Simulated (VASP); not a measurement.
# Al (Im-3m) in VASP: notebook

The runs below take Al through single point, vibrations by perturbation theory, with PBE, LDA.

All numbers are computed with VASP 6.6.1; they aren't measurements. Logs are shortened: lines on timing, memory, paths and dates and some standing lists are left out, and cuts for length are marked.

## (1) The cell of the first run

It takes space group Im-3m (No. 229, cubic). Conventional cell: a = 3.235 Å, b = 3.235 Å, c = 3.235 Å, α = 90.00°, β = 90.00°, γ = 90.00°. Al (site symmetry m-3m) has 14 Al at 2.80 to 3.24 Å within 3.7 Å.

This isn't the form of Al at room conditions, which is fcc.

## (2) Single point, PBE

POSCAR

```
Al
1.0
   -1.6175318002      1.6175318002      1.6175318002
    1.6175318002     -1.6175318002      1.6175318002
    1.6175318002      1.6175318002     -1.6175318002
Al
1
Direct
    0.0000000000      0.0000000000      0.0000000000
```

INCAR.step1

```
  PREC = Accurate
  ENCUT = 520
  EDIFF = 1E-6
  ISMEAR = 0
  SIGMA = 0.1
  LREAL = False
  LASPH = True
  NELM = 60
  ALGO = Fast
  ISIF = 2
  LWAVE = False
  LCHARG = True
  GGA = PE
  NBANDS = 8
```

KPOINTS.step1

```
Automatic mesh
0
Gamma
  24 24 24
```

INCAR.step2

```
  PREC = Accurate
  ENCUT = 520
  EDIFF = 1E-6
  ISMEAR = -5
  SIGMA = 0.1
  LREAL = False
  LASPH = True
  NELM = 60
  ALGO = Fast
  ISIF = 2
  LWAVE = False
  LCHARG = False
  GGA = PE
  LORBIT = 10
  NEDOS = 1001
  ICHARG = 11
```

KPOINTS.step2

```
Automatic mesh
0
Gamma
  36 36 36
```

Potentials or basis: VASP PAW PBE potentials, release 64 (Al).

Command:

```console
$ cat potpaw_PBE.64/Al/POTCAR > POTCAR
$ cp INCAR.step1 INCAR
$ cp KPOINTS.step1 KPOINTS
$ mpirun -np 1 vasp_std > vasp.out
$ cp INCAR.step2 INCAR
$ cp KPOINTS.step2 KPOINTS
$ mpirun -np 1 vasp_std > vasp.out
```

OUTCAR:

```text
PREC = Accurate
   ENCUT = 520
   EDIFF = 1E-6
   ISMEAR = -5
   LREAL = False
   LASPH = True
   NELM = 60
   ISIF = 2
   GGA = PE
   LORBIT = 10
   ICHARG = 11

 ion  position               nearest neighbor table
   1  0.000  0.000  0.000-

  LATTYP: Found a body centered cubic cell.
 ALAT       =     3.2350636004

  Lattice vectors:

 A1 = (  -1.6175318002,   1.6175318002,   1.6175318002)
 A2 = (   1.6175318002,  -1.6175318002,   1.6175318002)
 A3 = (   1.6175318002,   1.6175318002,  -1.6175318002)

Analysis of symmetry for initial positions (statically):
=====================================================================
 Subroutine PRICEL returns:
 Original cell was already a primitive cell.

 Routine SETGRP: Setting up the symmetry group for a
 body centered cubic supercell.

 Subroutine GETGRP returns: Found 48 space group operations
 (whereof 48 operations were pure point group operations)
 out of a pool of 48 trial point group operations.

The static configuration has the point symmetry O_h .

Analysis of symmetry for dynamics (positions and initial velocities):
=====================================================================
 Subroutine PRICEL returns:
 Original cell was already a primitive cell.

 Routine SETGRP: Setting up the symmetry group for a
 body centered cubic supercell.

 Subroutine GETGRP returns: Found 48 space group operations
 (whereof 48 operations were pure point group operations)
 out of a pool of 48 trial point group operations.

The dynamic configuration has the point symmetry O_h .

 Subroutine INISYM returns: Found 48 space group operations
 (whereof 48 operations are pure point group operations),
 and found     1 'primitive' translations

----------------------------------------------------------------------------------------

                                     Primitive cell

  volume of cell :      16.9285

  direct lattice vectors                    reciprocal lattice vectors
    -1.617531800  1.617531800  1.617531800     0.000000000  0.309112934  0.309112934
     1.617531800 -1.617531800  1.617531800     0.309112934  0.000000000  0.309112934
     1.617531800  1.617531800 -1.617531800     0.309112934  0.309112934  0.000000000

  length of vectors
     2.801647261  2.801647261  2.801647261     0.437151703  0.437151703  0.437151703

  position of ions in fractional coordinates (direct lattice)
     0.000000000  0.000000000  0.000000000

  ion indices of the primitive-cell ions
   primitive index   ion index
                 1           1

----------------------------------------------------------------------------------------

 KPOINTS: Automatic mesh

Automatic generation of k-mesh.
 Grid dimensions read from file:
 generate k-points for:   36   36   36

 Generating k-lattice:

  Cartesian coordinates                     Fractional coordinates (reciprocal lattice)
     0.000000000  0.008586470  0.008586470     0.027777778  0.000000000  0.000000000
     0.008586470  0.000000000  0.008586470     0.000000000  0.027777778  0.000000000
     0.008586470  0.008586470  0.000000000     0.000000000  0.000000000  0.027777778

  Length of vectors
     0.012143103  0.012143103  0.012143103

  Shift w.r.t. Gamma in fractional coordinates (k-lattice)
     0.000000000  0.000000000  0.000000000

 TETIRR: Found  56660 inequivalent tetrahedra from   279936

 Subroutine IBZKPT returns following result:
 ===========================================

 Found   1240 irreducible k-points:

 Following reciprocal coordinates:
            Coordinates               Weight
  0.000000  0.000000  0.000000      1.000000
  0.027778  0.000000  0.000000     12.000000
  0.055556  0.000000  0.000000     12.000000
  0.083333  0.000000  0.000000     12.000000
  0.111111  0.000000  0.000000     12.000000
  0.138889  0.000000  0.000000     12.000000
[... 16 lines left out ...]
  0.111111  0.027778  0.000000     48.000000
  0.138889  0.027778  0.000000     48.000000
 [... further k-points ...]
   k-points           NKPTS =   1240   k-points in BZ     NKDIM =   1240   number of bands    NBANDS=      5
   number of dos      NEDOS =   1001   number of ions     NIONS =      1
   total plane-waves  NPLWV =  13824
   dimension x,y,z NGX =    24 NGY =   24 NGZ =   24
   dimension x,y,z NGXF=    48 NGYF=   48 NGZF=   48
   ions per type =               1
   NGX,Y,Z   is equivalent  to a cutoff of  14.24, 14.24, 14.24 a.u.
   NGXF,Y,Z  is equivalent  to a cutoff of  28.48, 28.48, 28.48 a.u.
 SYSTEM =  unknown system
   PREC   = accura    normal or accurate (medium, high low for compatibility)
   ISTART =      0    job   : 0-new  1-cont  2-samecut
   ICHARG =     11    charge: 1-file 2-atom 10-const
   ISPIN  =      1    spin polarized calculation?
   LNONCOLLINEAR =      F non collinear calculations
   LSORBIT =      F    spin-orbit coupling
   LASPH  =      T    aspherical Exc in radial PAW
   ENCUT  =  520.0 eV  38.22 Ry    6.18 a.u.   5.21  5.21  5.21*2*pi/ulx,y,z
   NELM   =     60;   NELMIN=  2; NELMDL=  0     # of ELM steps
   EDIFF  = 0.1E-05   stopping-criterion for ELM
   LREAL  =      F    real-space projection
   EDIFFG = 0.1E-04   stopping-criterion for IOM
   NSW    =      0    number of steps for IOM
   IBRION =     -1    ionic relax: 0-MD 1-quasi-New 2-CG
   NFREE  =      0    steps in history (QN), initial steepest desc. (CG)
   ISIF   =      2    stress and relaxation
   ISYM   =      2    0-nonsym 1-usesym 2-fastsym
   POTIM  = 0.5000    time-step for ionic-motion
   TEBEG  =    0.0;   TEEND  =   0.0 temperature during run
   PSTRESS=    0.0 pullay stress
   NELECT =       3.0000    total number of electrons
   NUPDOWN=      -1.0000    fix difference up-down
   EMIN   =  10.00;   EMAX   =-10.00  energy-range for DOS
   EFERMI =   0.00;   METHOD = LEGACY
   ISMEAR =    -5;   SIGMA  =   0.10  broadening in eV -4-tet -1-fermi 0-gaus
   EFERMI_NEDOS =   21; number of points for ismear=-14 and -15
   IALGO  =     68    algorithm
   IMIX   =      4    mixing-type and parameters
     AMIX     =   0.40;   BMIX     =  1.00
     AMIX_MAG =   1.60;   BMIX_MAG =  1.00
  volume/ion in A,a.u.               =      16.93       114.24
  Fermi-wavevector in a.u.,A,eV,Ry     =   0.919551  1.737699 11.504730  0.845574
  Thomas-Fermi vector in A             =   2.044757
   LORBIT       =     10    0 simple, 1 ext, 2 COOP (PROOUT), +10 PAW based schemes
   GGA     = PE    functional components
   LHFCALC =     F    Hartree Fock is set to
   AEXX    =    0.0000 exact exchange contribution
   IVDW    =     0    specifies the selected vdW correction
   LEPSILON=     F    determine dielectric tensor
   LRPA    =     F    only Hartree local field effects (RPA)
 non-spin polarized calculation
 RMM-DIIS sequential band-by-band and
 Fermi weights with tetrahedron method with Bloechl corrections
  energy-cutoff  :      520.00
  volume of cell :       16.93
 maximum number of plane-waves:       470
 NGX is ok and might be reduce to    24

 number of electron       3.0000000 magnetization

 Free energy of the ion-electron system (eV)
  ---------------------------------------------------
  ext. energy  EPLUGINS =         0.00000000
  ---------------------------------------------------
  free energy    TOTEN  =        -3.65043242 eV

  energy without entropy =       -3.65043242  energy(sigma->0) =       -3.65043242

 E-fermi :   7.7403     XC(G=0): -10.1086

 val. band max:        7.8000291059   @ k =   0.2500   0.2500   0.0556
 cond. band min:       7.6590571288   @ k =   0.2222   0.2222   0.2222
 fundamental gap:     -0.1409719770
 Fermi energy:         7.7403051834

 k-point     1 :       0.0000    0.0000    0.0000
  band No.  band energies     occupation
      1      -3.2183      2.00000
      2      20.8501      0.00000
      3      20.8501      0.00000
      4      20.8515      0.00000
      5      22.0661      0.00000

 k-point     2 :       0.0278    0.0000    0.0000
  band No.  band energies     occupation
      1      -3.1965      2.00000
      2      20.4721      0.00000
      3      20.5915      0.00000
      4      20.7523      0.00000
      5      21.9819      0.00000

 k-point     3 :       0.0556    0.0000    0.0000
  band No.  band energies     occupation
      1      -3.1310      2.00000
      2      19.6538      0.00000
      3      20.1078      0.00000
      4      20.4867      0.00000
      5      21.7286      0.00000

 k-point     4 :       0.0833    0.0000    0.0000
  band No.  band energies     occupation
      1      -3.0218      2.00000
      2      18.6464      0.00000
      3      19.5987      0.00000
      4      20.1126      0.00000
      5      21.3767      0.00000

 k-point     5 :       0.1111    0.0000    0.0000
  band No.  band energies     occupation
      1      -2.8692      2.00000
      2      17.5510      0.00000
      3      19.1059      0.00000
      4      19.6836      0.00000
      5      20.9731      0.00000

 k-point     6 :       0.1389    0.0000    0.0000
  band No.  band energies     occupation
      1      -2.6732      2.00000
      2      16.4207      0.00000
      3      18.6408      0.00000
      4      19.2358      0.00000
      5      20.5535      0.00000

 k-point     7 :       0.1667    0.0000    0.0000
  band No.  band energies     occupation
      1      -2.4340      2.00000
      2      15.2844      0.00000
      3      18.2075      0.00000
      4      18.7914      0.00000
      5      20.1394      0.00000

 k-point     8 :       0.1944    0.0000    0.0000
  band No.  band energies     occupation
      1      -2.1518      2.00000
      2      14.1582      0.00000
      3      17.8078      0.00000
      4      18.3638      0.00000
      5      19.7433      0.00000

 k-point     9 :       0.2222    0.0000    0.0000
  band No.  band energies     occupation
      1      -1.8268      2.00000
      2      13.0512      0.00000
      3      17.4424      0.00000
      4      17.9615      0.00000
      5      19.3722      0.00000

 k-point    10 :       0.2500    0.0000    0.0000
  band No.  band energies     occupation
      1      -1.4594      2.00000
      2      11.9693      0.00000
      3      17.1119      0.00000
      4      17.5896      0.00000
      5      19.0306      0.00000

 k-point    11 :       0.2778    0.0000    0.0000
  band No.  band energies     occupation
      1      -1.0498      2.00000
      2      10.9160      0.00000
      3      16.8162      0.00000
      4      17.2517      0.00000
      5      18.7213      0.00000

 k-point    12 :       0.3056    0.0000    0.0000
  band No.  band energies     occupation
      1      -0.5985      2.00000
      2       9.8938      0.00000
      3      16.5555      0.00000
      4      16.9502      0.00000
      5      18.4460      0.00000

 k-point    13 :       0.3333    0.0000    0.0000
  band No.  band energies     occupation
      1      -0.1057      2.00000
      2       8.9045     -0.01022
      3      16.3297      0.00000
      4      16.6866      0.00000
      5      18.2059      0.00000

 k-point    14 :       0.3611    0.0000    0.0000
  band No.  band energies     occupation
      1       0.4280      2.00000
      2       7.9497      0.39668
      3      16.1389      0.00000
      4      16.4621      0.00000
      5      18.0018      0.00000

 k-point    15 :       0.3889    0.0000    0.0000
  band No.  band energies     occupation
      1       1.0020      2.00000
      2       7.0304      2.07962
      3      15.9828      0.00000
      4      16.2776      0.00000
      5      17.8343      0.00000

 k-point    16 :       0.4167    0.0000    0.0000
  band No.  band energies     occupation
      1       1.6156      2.00000
      2       6.1479      2.00000
      3      15.8615      0.00000
      4      16.1335      0.00000
      5      17.7037      0.00000

 k-point    17 :       0.4444    0.0000    0.0000
  band No.  band energies     occupation
      1       2.2670      2.00000
      2       5.3043      2.00000
      3      15.7749      0.00000
      4      16.0303      0.00000
      5      17.6103      0.00000

 k-point    18 :       0.4722    0.0000    0.0000
  band No.  band energies     occupation
      1       2.9497      2.00000
      2       4.5061      2.00000
      3      15.7230      0.00000
      4      15.9683      0.00000
      5      17.5541      0.00000

 k-point    19 :       0.5000    0.0000    0.0000
  band No.  band energies     occupation
      1       3.5133      2.00000
      2       3.9041      2.00000
      3      15.7057      0.00000
      4      15.9477      0.00000
      5      17.5354      0.00000

 k-point    20 :       0.0278    0.0278    0.0000
  band No.  band energies     occupation
      1      -3.1528      2.00000
      2      20.0131      0.00000
      3      20.1026      0.00000
      4      20.5596      0.00000
      5      21.9014      0.00000

 k-point    21 :       0.0556    0.0278   -0.0000
  band No.  band energies     occupation
      1      -3.0655      2.00000
      2      19.1580      0.00000
      3      19.5663      0.00000
      4      20.2162      0.00000
      5      21.6971      0.00000

 k-point    22 :       0.0833    0.0278   -0.0000
  band No.  band energies     occupation
      1      -2.9346      2.00000
      2      18.1109      0.00000
      3      19.0634      0.00000
      4      19.7971      0.00000
      5      21.3689      0.00000

 k-point    23 :       0.1111    0.0278    0.0000
  band No.  band energies     occupation
      1      -2.7603      2.00000
      2      16.9976      0.00000
      3      18.5807      0.00000
      4      19.3508      0.00000
      5      20.9785      0.00000

 k-point    24 :       0.1389    0.0278    0.0000
  band No.  band energies     occupation
      1      -2.5427      2.00000
      2      15.8637      0.00000
      3      18.1245      0.00000
      4      18.9049      0.00000
      5      20.5703      0.00000

 [... further k-points ...]

------------------------ aborting loop because EDIFF is reached ----------------------------------------

  FORCE on cell =-STRESS in cart. coord.  units (eV):
  Direction    XX          YY          ZZ          XY          YZ          ZX
  --------------------------------------------------------------------------------------
  -------------------------------------------------------------------------------------
  Total       -0.0175938     -0.0175938     -0.0175938     -0.0000000     -0.0000000     -0.0000000
  in kB       -1.6651412     -1.6651412     -1.6651412     -0.0000000     -0.0000000     -0.0000000
  external PRESSURE =      -1.6651412 kB  Pullay stress =       0.0000000 kB

 VOLUME and BASIS-vectors are now :
 -----------------------------------------------------------------------------
  energy-cutoff  :      520.00
  volume of cell :       16.93
      direct lattice vectors                 reciprocal lattice vectors
    -1.617531800  1.617531800  1.617531800     0.000000000  0.309112934  0.309112934
     1.617531800 -1.617531800  1.617531800     0.309112934  0.000000000  0.309112934
     1.617531800  1.617531800 -1.617531800     0.309112934  0.309112934  0.000000000

 POSITION                                       TOTAL-FORCE (eV/Angst)
 -----------------------------------------------------------------------------------
      0.00000      0.00000      0.00000        -0.000000      0.000000     -0.000000
 -----------------------------------------------------------------------------------
    total drift:                                0.000000     -0.000000     -0.000000

  FREE ENERGIE OF THE ION-ELECTRON SYSTEM (eV)
  ---------------------------------------------------
  free  energy   TOTEN  =        -3.6504324202 eV

  energy  without entropy=       -3.6504324202  energy(sigma->0) =       -3.65043242

 total charge

# of ion       s       p       d       tot
------------------------------------------
    1        0.447   0.318   0.000   0.765
```

It took 2.7 min on 1 thread of Intel Xeon 8259CL, shared host; peak memory 0.28 GiB.

What came out:

```yaml
Valence_electrons_inside_the_program's_atomic_spheres: Al 0.77
```

Caveat: tetrahedron occupations give inexact forces and stress in metals.

(Continued in part 2 of 2.)
